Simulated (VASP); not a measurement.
# In (P6/mmm) in VASP: a series of runs

In is run at these levels: PBE; tasks: relaxation of cell and atoms.

Program: VASP 6.6.1. These are calculated values, not measurements. Logs are shortened: lines on timing, memory, paths and dates and some standing lists are left out, and cuts for length are marked.

**1. The cell of the first run**

Symmetry: P6/mmm, No. 191, hexagonal system. Conventional cell: a = 4.333 Å, b = 4.333 Å, c = 2.583 Å, α = 90.00°, β = 90.00°, γ = 120.00°. Within 3.4 Å of In (site symmetry 6/mmm) lie 14 In at 2.58 to 2.82 Å. In (site symmetry -6m2) has 11 In at 2.50 to 2.82 Å within 3.3 Å.

This isn't the form of In at room conditions, which is tetragonal.

**2. Relaxation of cell and atoms, PBE, target pressure 140 GPa, at which the enthalpy is minimised**

INCAR

```
PREC     = Accurate       # precision mode
ENCUT    = 600            # plane-wave cutoff, eV
EDIFF    = 1E-6           # SCF threshold, eV
ISMEAR   = -1             # smearing method
SIGMA    = 0.08           # smearing width, eV
LREAL    = False          # projectors in reciprocal space
LASPH    = True           # aspherical terms in the spheres
NELM     = 60             # most SCF steps
ALGO     = Normal         # electronic algorithm
ISIF     = 3              # what is computed and relaxed
LWAVE    = False          # write WAVECAR
LCHARG   = False          # write CHGCAR
GGA      = PE             # functional
IBRION   = 2              # ionic algorithm
NSW      = 32             # ionic steps
EDIFFG   = -0.005         # ionic threshold
PSTRESS  = 1400.0
```

KPOINTS

```
Automatic mesh
0
Gamma
  9 9 12
```

POSCAR

```
In
1.0
    4.3334917294      0.0000000000      0.0000000000
   -2.1667458647      3.7529139248      0.0000000000
    0.0000000000      0.0000000000      2.5833197494
In
3
Direct
    0.0000000000      0.0000000000      0.0000000000
    0.3333333333      0.6666666667      0.5000000000
    0.6666666667      0.3333333333      0.5000000000
```

Potentials or basis: VASP PAW PBE potentials, release 64 (In_d).

On the command line:

```sh
> cat potpaw_PBE.64/In_d/POTCAR > POTCAR
> mpirun -np 1 vasp_std > vasp.out
```

OUTCAR:

```text
PREC = Accurate
   ENCUT = 600
   EDIFF = 1E-6
   ISMEAR = -1
   LREAL = False
   LASPH = True
   NELM = 60
   ISIF = 3
   GGA = PE
   IBRION = 2
   NSW = 32
   EDIFFG = -0.005
   PSTRESS = 1400.0

 ion  position               nearest neighbor table
   1  0.000  0.000  0.000-   2 2.82   3 2.82   2 2.82   3 2.82   3 2.82   3 2.82   2 2.82   2 2.82
                             3 2.82   3 2.82   2 2.82   2 2.82
   2  0.333  0.667  0.500-   3 2.50   3 2.50   3 2.50   1 2.82   1 2.82   1 2.82   1 2.82   1 2.82
                             1 2.82   3 3.60   3 3.60   3 3.60   3 3.60   3 3.60   3 3.60
   3  0.667  0.333  0.500-   2 2.50   2 2.50   2 2.50   1 2.82   1 2.82   1 2.82   1 2.82   1 2.82
                             1 2.82   2 3.60   2 3.60   2 3.60   2 3.60   2 3.60   2 3.60

  LATTYP: Found a hexagonal cell.
 ALAT       =     4.3334917294
 C/A-ratio  =     0.5961289211

  Lattice vectors:

 A1 = (   4.3334917294,   0.0000000000,   0.0000000000)
 A2 = (  -2.1667458647,   3.7529139248,   0.0000000000)
 A3 = (   0.0000000000,   0.0000000000,   2.5833197494)

Analysis of symmetry for initial positions (statically):
=====================================================================
 Subroutine PRICEL returns:
 Original cell was already a primitive cell.

 Routine SETGRP: Setting up the symmetry group for a
 hexagonal supercell.

 Subroutine GETGRP returns: Found 24 space group operations
 (whereof 24 operations were pure point group operations)
 out of a pool of 24 trial point group operations.

The static configuration has the point symmetry D_6h.

Analysis of symmetry for dynamics (positions and initial velocities):
=====================================================================
 Subroutine PRICEL returns:
 Original cell was already a primitive cell.

 Routine SETGRP: Setting up the symmetry group for a
 hexagonal supercell.

 Subroutine GETGRP returns: Found 24 space group operations
 (whereof 24 operations were pure point group operations)
 out of a pool of 24 trial point group operations.

The dynamic configuration has the point symmetry D_6h.

 Subroutine INISYM returns: Found 24 space group operations
 (whereof 24 operations are pure point group operations),
 and found     1 'primitive' translations

----------------------------------------------------------------------------------------

                                     Primitive cell

  volume of cell :      42.0131
[... 96 lines left out ...]
   NFREE  =      1    steps in history (QN), initial steepest desc. (CG)
   ISIF   =      3    stress and relaxation
   ISYM   =      2    0-nonsym 1-usesym 2-fastsym
   POTIM  = 0.5000    time-step for ionic-motion
   TEBEG  =    0.0;   TEEND  =   0.0 temperature during run
   PSTRESS= 1400.0 pullay stress
   NELECT =      39.0000    total number of electrons
   NUPDOWN=      -1.0000    fix difference up-down
   EMIN   =  10.00;   EMAX   =-10.00  energy-range for DOS
   EFERMI =   0.00;   METHOD = LEGACY
   ISMEAR =    -1;   SIGMA  =   0.08  broadening in eV -4-tet -1-fermi 0-gaus
   EFERMI_NEDOS =   21; number of points for ismear=-14 and -15
   IALGO  =     38    algorithm
   IMIX   =      4    mixing-type and parameters
     AMIX     =   0.40;   BMIX     =  1.00
     AMIX_MAG =   1.60;   BMIX_MAG =  1.00
  volume/ion in A,a.u.               =      14.00        94.51
  Fermi-wavevector in a.u.,A,eV,Ry     =   1.596987  3.017868 34.699868  2.550368
  Thomas-Fermi vector in A             =   2.694664
   LORBIT       =      0    0 simple, 1 ext, 2 COOP (PROOUT), +10 PAW based schemes
   GGA     = PE    functional components
   LHFCALC =     F    Hartree Fock is set to
   AEXX    =    0.0000 exact exchange contribution
   IVDW    =     0    specifies the selected vdW correction
   LEPSILON=     F    determine dielectric tensor
   LRPA    =     F    only Hartree local field effects (RPA)
 conjugate gradient relaxation of ions
 non-spin polarized calculation
  energy-cutoff  :      600.00
  volume of cell :       42.01
 maximum number of plane-waves:      1430
 NGX is ok and might be reduce to    36
   NGX = 17   NGY = 17   NGZ = 11

--------------------------------------- Ionic step        1  -------------------------------------------

 number of electron      38.9999985 magnetization

 Free energy of the ion-electron system (eV)
  ---------------------------------------------------
  ext. energy  EPLUGINS =         0.00000000
  ---------------------------------------------------
  free energy    TOTEN  =         1.52321492 eV

  energy without entropy =        1.54540573  energy(sigma->0) =        1.53431033

------------------------ aborting loop because EDIFF is reached ----------------------------------------

  FORCE on cell =-STRESS in cart. coord.  units (eV):
  Direction    XX          YY          ZZ          XY          YZ          ZX
  --------------------------------------------------------------------------------------
  -------------------------------------------------------------------------------------
  Total       36.8400973     36.8400973     36.8433528      0.0000000     -0.0000000      0.0000000
  in kB     1404.9038774   1404.9038774   1405.0280245      0.0000000     -0.0000000      0.0000000
  external PRESSURE =       4.9452598 kB  Pullay stress =    1400.0000000 kB
[... 65 lines left out ...]
--------------------------------------- Ionic step        3  -------------------------------------------

 number of electron      38.9999985 magnetization

 Free energy of the ion-electron system (eV)
  ---------------------------------------------------
  ext. energy  EPLUGINS =         0.00000000
  ---------------------------------------------------
  free energy    TOTEN  =         1.49056799 eV

  energy without entropy =        1.51275433  energy(sigma->0) =        1.50166116

 E-fermi :  17.8213     XC(G=0): -13.6035

 val. band max:       17.8145741560   @ k =   0.2222   0.1111   0.0000
 cond. band min:      17.8470159532   @ k =   0.4444   0.1111   0.3333
 fundamental gap:      0.0324417972
 Fermi energy:        17.8212791285

 k-point     1 :       0.0000    0.0000    0.0000
  band No.  band energies     occupation
      1      -0.2237      2.00000
      2       0.7177      2.00000
      3       0.7777      2.00000
      4       1.0160      2.00000
      5       1.0160      2.00000
      6       1.2950      2.00000
[... 613 lines left out ...]
     22      27.2876      0.00000
     23      27.2879      0.00000

 [... further k-points ...]

------------------------ aborting loop because EDIFF is reached ----------------------------------------

  FORCE on cell =-STRESS in cart. coord.  units (eV):
  Direction    XX          YY          ZZ          XY          YZ          ZX
  --------------------------------------------------------------------------------------
  -------------------------------------------------------------------------------------
  Total       36.7520728     36.7520728     36.7517860      0.0000000      0.0000000      0.0000000
  in kB     1400.3041440   1400.3041440   1400.2932160      0.0000000      0.0000000      0.0000000
  external PRESSURE =       0.3005013 kB  Pullay stress =    1400.0000000 kB
[... 22 lines left out ...]
  energy  without entropy=        1.5127543263  energy(sigma->0) =        1.50166116

  enthalpy is  TOTEN    =        38.2346582727 eV   P V=       36.7440902800

 reached required accuracy - stopping structural energy minimisation
```

OSZICAR:

```text
N       E                     dE             d eps       ncg     rms          rms(c)
DAV:   1     0.367054592959E+03    0.36705E+03   -0.21055E+04  3976   0.313E+03
DAV:   2     0.293526399918E+02   -0.33770E+03   -0.33492E+03  3892   0.533E+02
DAV:   3     0.168609838824E+01   -0.27667E+02   -0.27460E+02  4564   0.191E+02
[... 24 lines left out ...]
DAV:   4     0.149057285585E+01    0.47481E-04   -0.26947E-04  4262   0.179E-01    0.304E-02
DAV:   5     0.149057493229E+01    0.20764E-05   -0.15394E-05  5249   0.354E-02    0.295E-02
DAV:   6     0.149056985582E+01   -0.50765E-05   -0.60196E-06  3774   0.255E-02    0.968E-03
DAV:   7     0.149056790547E+01   -0.19503E-05   -0.72948E-07  2380   0.207E-02    0.700E-03
DAV:   8     0.149056799271E+01    0.87236E-07   -0.42292E-07  2135   0.728E-03
   3 F= 0.38234658E+02 E0= 0.38245751E+02  d E =-.620120E-04
```

CONTCAR:

```text
In
   1.00000000000000
     4.3347627518423009    0.0000000000000000    0.0000000000000000
    -2.1673813759211504    3.7540146625322035   -0.0000000000000000
     0.0000000000000000   -0.0000000000000000    2.5840966244791557
  In
     3
Direct
     0.0000000000000000    1.0000000000000000    0.0000000000000000
     0.3333333332999970    0.6666666667000030    0.5000000000000000
     0.6666666667000030    0.3333333332999970    0.5000000000000000

  0.00000000E+00  0.00000000E+00  0.00000000E+00
  0.00000000E+00  0.00000000E+00  0.00000000E+00
  0.00000000E+00  0.00000000E+00  0.00000000E+00
```

Run time: 92 s. Hardware: 1 thread of Intel Xeon 6975P-C (Granite Rapids), shared host; peak memory 0.23 GiB.

What came out:

* Free energy: 1.4906 eV
* Relaxed volume: 14.02 Å³/atom
* Relaxed cell: a = 4.335 Å, b = 4.335 Å, c = 2.584 Å, α = 90.00°, β = 90.00°, γ = 120.00°
* Space group after relaxing (to 0.1 Å): P6/mmm (No. 191)
* Energy change on relaxing (the run minimises the enthalpy): -10.9 meV/atom
* Ionic steps: 3
* Pressure after relaxing: 140.0 GPa

Step by step:
```
step  energy change (eV)  largest force (eV/Å)  pressure (GPa)  volume (Å³)
   1              0.0000                0.0000          140.49        42.01
   2             -0.2281                0.0000          137.09        42.28
   3             -0.0326                0.0000          140.03        42.05
```

Final structure:
```yaml
crystal:
  lattice:
    - [4.33476, 0.00000, 0.00000]
    - [-2.16738, 3.75401, 0.00000]
    - [0.00000, 0.00000, 2.58410]
  atoms:
    - { symbol: In, position: [0.00000, 0.00000, 0.00000] }
    - { symbol: In, position: [0.33333, 0.66667, 0.50000] }
    - { symbol: In, position: [0.66667, 0.33333, 0.50000] }
```

Caveat: the cell is relaxed towards a set pressure, so the run minimises the enthalpy, not the energy; the highest band is partly filled, so the run has too few bands; spin-orbit coupling is left out, which moves the levels of the heavy elements.

**3. Relaxation of cell and atoms, PBE, target pressure 140 GPa, at which the enthalpy is minimised**

This run uses another cell than the first one, of 14.08 Å³/atom.

INCAR

```
PREC = Accurate ; ENCUT = 600
EDIFF = 1E-6 ; ISMEAR = -1
SIGMA = 0.08 ; LREAL = False
LASPH = True ; NELM = 80
ALGO = Normal ; ISIF = 3
LWAVE = False ; LCHARG = False
GGA = PE ; IBRION = 2
NSW = 60 ; EDIFFG = -0.005
PSTRESS = 1400.0
```

KPOINTS is that of step 2.

POSCAR

```
In
1.0
    4.2851411755      0.0000000000      0.0000000000
   -2.1425705877      3.7110411168      0.0000000000
    0.0000000000      0.0000000000      2.6567875288
In
3
Direct
    0.0000000000      0.0000000000      0.0000000000
    0.3333333333      0.6666666667      0.5000000000
    0.6666666667      0.3333333333      0.5000000000
```

Potentials or basis: VASP PAW PBE potentials, release 64 (In_d).

On the command line:

```sh
> cat potpaw_PBE.64/In_d/POTCAR > POTCAR
> mpirun -np 1 vasp_std > vasp.out
```

OUTCAR:

```text
PREC = Accurate
   ENCUT = 600
   EDIFF = 1E-6
   ISMEAR = -1
   LREAL = False
   LASPH = True
   NELM = 80
   ISIF = 3
   GGA = PE
   IBRION = 2
   NSW = 60
   EDIFFG = -0.005
   PSTRESS = 1400.0

 ion  position               nearest neighbor table
   1  0.000  0.000  0.000-   2 2.81   3 2.81   2 2.81   3 2.81   2 2.81   2 2.81   3 2.81   3 2.81
                             3 2.81   3 2.81   2 2.81   2 2.81
   2  0.333  0.667  0.500-   3 2.47   3 2.47   3 2.47   1 2.81   1 2.81   1 2.81   1 2.81   1 2.81
                             1 2.81   3 3.63   3 3.63   3 3.63   3 3.63   3 3.63   3 3.63
   3  0.667  0.333  0.500-   2 2.47   2 2.47   2 2.47   1 2.81   1 2.81   1 2.81   1 2.81   1 2.81
                             1 2.81   2 3.63   2 3.63   2 3.63   2 3.63   2 3.63   2 3.63

  LATTYP: Found a hexagonal cell.
 ALAT       =     4.2851411755
 C/A-ratio  =     0.6200000000

  Lattice vectors:

 A1 = (   4.2851411755,   0.0000000000,   0.0000000000)
 A2 = (  -2.1425705877,   3.7110411168,   0.0000000000)
 A3 = (   0.0000000000,   0.0000000000,   2.6567875288)

Analysis of symmetry for initial positions (statically):
=====================================================================
 Subroutine PRICEL returns:
 Original cell was already a primitive cell.

 Routine SETGRP: Setting up the symmetry group for a
 hexagonal supercell.

[... 281 lines left out ...]

  enthalpy is  TOTEN    =        38.2440771314 eV   P V=       36.4154850031

[... ionic steps 4 to 13 ...]

--------------------------------------- Ionic step       14  -------------------------------------------

 number of electron      38.9999985 magnetization

------------------------ aborting loop because EDIFF is reached ----------------------------------------
[... 73 lines left out ...]
--------------------------------------- Ionic step       16  -------------------------------------------

 number of electron      38.9999985 magnetization

 Free energy of the ion-electron system (eV)
  ---------------------------------------------------
  ext. energy  EPLUGINS =         0.00000000
  ---------------------------------------------------
  free energy    TOTEN  =         1.48818688 eV

  energy without entropy =        1.51035840  energy(sigma->0) =        1.49927264

 E-fermi :  17.8196     XC(G=0): -13.6031

 val. band max:       17.8144020413   @ k =   0.2222   0.1111   0.0000
 cond. band min:      17.8434671752   @ k =   0.4444   0.1111   0.3333
 fundamental gap:      0.0290651339
 Fermi energy:        17.8195943894

 k-point     1 :       0.0000    0.0000    0.0000
  band No.  band energies     occupation
      1      -0.2242      2.00000
      2       0.7176      2.00000
      3       0.7776      2.00000
      4       1.0147      2.00000
      5       1.0147      2.00000
      6       1.2938      2.00000
[... 613 lines left out ...]
     22      27.2842      0.00000
     23      27.2842      0.00000

 [... further k-points ...]

------------------------ aborting loop because EDIFF is reached ----------------------------------------

  FORCE on cell =-STRESS in cart. coord.  units (eV):
  Direction    XX          YY          ZZ          XY          YZ          ZX
  --------------------------------------------------------------------------------------
  -------------------------------------------------------------------------------------
  Total       36.7487372     36.7487372     36.7538168      0.0000000      0.0000000     -0.0000000
  in kB     1400.0857823   1400.0857823   1400.2793108      0.0000001      0.0000000     -0.0000000
  external PRESSURE =       0.1502918 kB  Pullay stress =    1400.0000000 kB
[... 22 lines left out ...]
  energy  without entropy=        1.5103584030  energy(sigma->0) =        1.49927264

  enthalpy is  TOTEN    =        38.2346724817 eV   P V=       36.7464856032

 reached required accuracy - stopping structural energy minimisation
```

OSZICAR:

```text
N       E                     dE             d eps       ncg     rms          rms(c)
DAV:   1     0.359976131965E+03    0.35998E+03   -0.21121E+04  4048   0.311E+03
DAV:   2     0.282922550584E+02   -0.33168E+03   -0.32901E+03  3871   0.525E+02
DAV:   3     0.155125097735E+01   -0.26741E+02   -0.26544E+02  4509   0.188E+02
DAV:   4     0.829041650699E+00   -0.72221E+00   -0.71816E+00  4791   0.329E+01
[... 114 lines left out ...]
       N       E                     dE             d eps       ncg     rms          rms(c)
DAV:   1     0.148812408763E+01    0.10982E-01   -0.18785E-03  4809   0.725E-01    0.569E-02
DAV:   2     0.148817489434E+01    0.50807E-04   -0.13601E-04  4831   0.250E-01    0.215E-02
DAV:   3     0.148818741885E+01    0.12525E-04   -0.26810E-05  5203   0.105E-01    0.795E-03
DAV:   4     0.148818687850E+01   -0.54035E-06   -0.42385E-06  3705   0.246E-02
  16 F= 0.38234672E+02 E0= 0.38245758E+02  d E =-.897229E-06
```

CONTCAR:

```text
In
   1.00000000000000
     4.3346499550814439    0.0000000000767509    0.0000000000000000
    -2.1673249774236760    3.7539169776276751   -0.0000000000000000
    -0.0000000000000000    0.0000000000000000    2.5843995778880142
  In
     3
Direct
     0.0000000000000000    0.0000000000000000    0.0000000000000000
     0.3333333332999970    0.6666666667000030    0.5000000000000000
     0.6666666667000030    0.3333333332999970    0.5000000000000000

  0.00000000E+00  0.00000000E+00  0.00000000E+00
  0.00000000E+00  0.00000000E+00  0.00000000E+00
  0.00000000E+00  0.00000000E+00  0.00000000E+00
```

It took 5.5 min on 1 thread of Intel Xeon 6975P-C (Granite Rapids), shared host; peak memory 0.23 GiB.

What came out:

* Free energy: 1.4882 eV
* Relaxed volume: 14.02 Å³/atom
* Relaxed cell: a = 4.335 Å, b = 4.335 Å, c = 2.584 Å, α = 90.00°, β = 90.00°, γ = 120.00°
* Space group after relaxing (to 0.1 Å): P6/mmm (No. 191)
* Energy change on relaxing (the run minimises the enthalpy): +40.0 meV/atom
* Ionic steps: 16
* Pressure after relaxing: 140.0 GPa

The path:
| step | energy change (eV) | largest force (eV/Å) | pressure (GPa) | volume (Å³) |
| --- | --- | --- | --- | --- |
| 1 | 0.0000 | 0.0000 | 137.59 | 42.25 |
| 2 | 1.1915 | 0.0000 | 156.50 | 40.91 |
| 3 | 0.4605 | 0.0000 | 145.13 | 41.67 |
| 4 | -1.0069 | 0.0000 | 123.01 | 43.46 |
| 5 | 0.0721 | 0.0000 | 139.33 | 42.11 |
| 6 | 0.0951 | 0.0000 | 139.61 | 42.08 |
| 7 | 0.1022 | 0.0000 | 139.73 | 42.07 |
| 8 | 0.1459 | 0.0000 | 140.40 | 42.02 |
| 9 | 0.1258 | 0.0000 | 140.10 | 42.05 |
| 10 | 0.1249 | 0.0000 | 140.10 | 42.05 |
| 11 | 0.1135 | 0.0000 | 139.92 | 42.06 |
| 12 | 0.1222 | 0.0000 | 140.03 | 42.05 |
| 13 | 0.1235 | 0.0000 | 140.07 | 42.05 |
| 14 | 0.1242 | 0.0000 | 140.05 | 42.05 |
| 15 | 0.1090 | 0.0000 | 139.85 | 42.07 |
| 16 | 0.1201 | 0.0000 | 140.02 | 42.05 |

Final structure:
```yaml
crystal:
  lattice:
    - [4.33465, 0.00000, 0.00000]
    - [-2.16732, 3.75392, 0.00000]
    - [0.00000, 0.00000, 2.58440]
  atoms:
    - { symbol: In, position: [0.00000, 0.00000, 0.00000] }
    - { symbol: In, position: [0.33333, 0.66667, 0.50000] }
    - { symbol: In, position: [0.66667, 0.33333, 0.50000] }
```

Caveat: the cell is relaxed towards a set pressure, so the run minimises the enthalpy, not the energy; the highest band is partly filled, so the run has too few bands; spin-orbit coupling is left out, which moves the levels of the heavy elements.
